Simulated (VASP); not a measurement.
# Pd (Fm-3m) in VASP: a series of runs, part 2 of 2

VASP 6.6.1. Earlier steps stand in the parts before.

### Step 4. Single point, PBEsol (volume scaled by 1.06)

Contents of INCAR:

```
ALGO = Normal
EDIFF = 1E-6
ENCUT = 520
GGA = PS
ISIF = 2
ISMEAR = -1
LASPH = True
LCHARG = False
LREAL = False
LWAVE = False
NBANDS = 11
NELM = 60
PREC = Accurate
SIGMA = 0.05
```

Contents of KPOINTS:

```
k-points
0
Gamma
  18 18 18
```

Contents of POSCAR:

```
Pd
1.0
    0.0000000000      1.9830449783      1.9830449783
    1.9830449783      0.0000000000      1.9830449783
    1.9830449783      1.9830449783      0.0000000000
Pd
1
Direct
    0.0000000000      0.0000000000      0.0000000000
```

Potentials or basis: VASP PAW PBE potentials, release 64 (Pd).

Run with:

```
> cat potpaw_PBE.64/Pd/POTCAR > POTCAR
> mpirun -np 1 vasp_std > vasp.out
```

OUTCAR:

```text
EDIFF = 1E-6
   ENCUT = 520
   GGA = PS
   ISIF = 2
   ISMEAR = -1
   LASPH = True
   LREAL = False
   NELM = 60
   PREC = Accurate

 ion  position               nearest neighbor table
   1  0.000  0.000  0.000-

  LATTYP: Found a face centered cubic cell.
 ALAT       =     3.9660899566

  Lattice vectors:

 A1 = (   0.0000000000,   1.9830449783,   1.9830449783)
 A2 = (   1.9830449783,   0.0000000000,   1.9830449783)
 A3 = (   1.9830449783,   1.9830449783,   0.0000000000)

Analysis of symmetry for initial positions (statically):
=====================================================================
 Subroutine PRICEL returns:
 Original cell was already a primitive cell.

 Routine SETGRP: Setting up the symmetry group for a
 face centered cubic supercell.

 Subroutine GETGRP returns: Found 48 space group operations
 (whereof 48 operations were pure point group operations)
 out of a pool of 48 trial point group operations.

The static configuration has the point symmetry O_h .

Analysis of symmetry for dynamics (positions and initial velocities):
=====================================================================
 Subroutine PRICEL returns:
 Original cell was already a primitive cell.

 Routine SETGRP: Setting up the symmetry group for a
 face centered cubic supercell.

 Subroutine GETGRP returns: Found 48 space group operations
 (whereof 48 operations were pure point group operations)
 out of a pool of 48 trial point group operations.

The dynamic configuration has the point symmetry O_h .

 Subroutine INISYM returns: Found 48 space group operations
 (whereof 48 operations are pure point group operations),
 and found     1 'primitive' translations

----------------------------------------------------------------------------------------

                                     Primitive cell

  volume of cell :      15.5965

[... 105 lines left out ...]
     AMIX     =   0.40;   BMIX     =  1.00
     AMIX_MAG =   1.60;   BMIX_MAG =  1.00
  volume/ion in A,a.u.               =      15.60       105.25
  Fermi-wavevector in a.u.,A,eV,Ry     =   1.411667  2.667664 27.113741  1.992804
  Thomas-Fermi vector in A             =   2.533495
   LORBIT       =      0    0 simple, 1 ext, 2 COOP (PROOUT), +10 PAW based schemes
   GGA     = PS    functional components
   LHFCALC =     F    Hartree Fock is set to
   AEXX    =    0.0000 exact exchange contribution
   IVDW    =     0    specifies the selected vdW correction
   LEPSILON=     F    determine dielectric tensor
   LRPA    =     F    only Hartree local field effects (RPA)
 non-spin polarized calculation
  energy-cutoff  :      520.00
  volume of cell :       15.60
 maximum number of plane-waves:       444
 NGX is ok and might be reduce to    24
   NGX = 11   NGY = 11   NGZ = 11

 number of electron      10.0000001 magnetization

 Free energy of the ion-electron system (eV)
  ---------------------------------------------------
  ext. energy  EPLUGINS =         0.00000000
  ---------------------------------------------------
  free energy    TOTEN  =        -5.93046068 eV

  energy without entropy =       -5.91086089  energy(sigma->0) =       -5.92066078

 E-fermi :   8.7066     XC(G=0): -13.0363

 val. band max:        8.7064928355   @ k =  -0.3889   0.3889   0.0556
 cond. band min:       8.7073798176   @ k =   0.5000   0.4444   0.0000
 fundamental gap:      0.0008869821
 Fermi energy:         8.7065543112

 k-point     1 :       0.0000    0.0000    0.0000
  band No.  band energies     occupation
      1       1.8925      2.00000
      2       6.0949      2.00000
      3       6.0949      2.00000
      4       6.0949      2.00000
      5       7.5851      2.00000
      6       7.5851      2.00000
      7      25.7908      0.00000
      8      30.2431      0.00000
      9      30.2431      0.00000
     10      30.2431      0.00000
     11      34.8823      0.00000
[... 309 lines left out ...]
 k-point    24 :      -0.2222    0.0556    0.0000
  band No.  band energies     occupation
      1       3.5582      2.00000
      2       5.8809      2.00000
      3       6.3982      2.00000
      4       6.4302      2.00000
      5       7.4775      2.00000
      6       7.9569      2.00000
      7      23.0961      0.00000
      8      26.6758      0.00000
      9      30.1622      0.00000
     10      32.6769      0.00000
     11      32.9473      0.00000

 [... further k-points ...]
[... 5 lines left out ...]
  --------------------------------------------------------------------------------------
  -------------------------------------------------------------------------------------
  Total       -1.1665546     -1.1665546     -1.1665546      0.0000000     -0.0000000      0.0000000
  in kB     -119.8361830   -119.8361830   -119.8361830      0.0000000     -0.0000000      0.0000000
  external PRESSURE =    -119.8361830 kB  Pullay stress =       0.0000000 kB

 VOLUME and BASIS-vectors are now :
 -----------------------------------------------------------------------------
  energy-cutoff  :      520.00
  volume of cell :       15.60
      direct lattice vectors                 reciprocal lattice vectors
     0.000000000  1.983044978  1.983044978    -0.252137498  0.252137498  0.252137498
     1.983044978  0.000000000  1.983044978     0.252137498 -0.252137498  0.252137498
     1.983044978  1.983044978  0.000000000     0.252137498  0.252137498 -0.252137498

 POSITION                                       TOTAL-FORCE (eV/Angst)
 -----------------------------------------------------------------------------------
      0.00000      0.00000      0.00000        -0.000000     -0.000000     -0.000000
 -----------------------------------------------------------------------------------
    total drift:                               -0.000000      0.000000      0.000000

  FREE ENERGIE OF THE ION-ELECTRON SYSTEM (eV)
  ---------------------------------------------------
  free  energy   TOTEN  =        -5.9304606779 eV

  energy  without entropy=       -5.9108608859  energy(sigma->0) =       -5.92066078
```

stdout:

```text
POSCAR found type information on POSCAR Pd
 POSCAR found :  1 types and       1 ions
 scaLAPACK will be used
 -----------------------------------------------------------------------------
|                                                                             |
|                                                                             |
|     You enforced a specific xc type in the INCAR file but a different       |
|     I HOPE YOU KNOW WHAT YOU ARE DOING!                                     |
|                                                                             |
 -----------------------------------------------------------------------------

 LDA part: xc-table for (Slater+PW92), standard interpolation
 POSCAR, INCAR and KPOINTS ok, starting setup
 FFT: planning ... GRIDC
 FFT: planning ... GRID_SOFT
 FFT: planning ... GRID
 WAVECAR not read
 entering main loop
```

It took 17 s on 1 thread of Intel Xeon 6975P-C, shared host; peak memory 0.17 GiB.

Results:

* Free energy: -5.9305 eV
* Pressure: -12.0 GPa
* Band gap on the k mesh: zero (band 5 reaches 8.97 eV, above the bottom of band 6 at 7.53 eV)

Caveat: the PAW data sets were made with another functional, which shifts forces and pressure a little.

### Step 5. Summary

```csv
cell,gap on the mesh (eV),pressure (GPa)
"a = 2.741 Å, angles 60.0°, 1 atom",none,-0.6
"a = 2.769 Å, angles 60.0°, 1 atom",none,-6.1
"a = 2.804 Å, angles 60.0°, 1 atom",none,-12.0
```

Alike in all rows: task single point; level PBEsol; potentials or basis VASP PAW PBE potentials, release 64 (Pd); no spin polarisation; k mesh 18 × 18 × 18; cutoff (eV) 520; smearing fermi-dirac 0.05 eV.

Caveats: the PAW data sets were made with another functional, which shifts forces and pressure a little.

Total energies depend on the potentials used, so only differences within one code and one set of settings carry meaning.
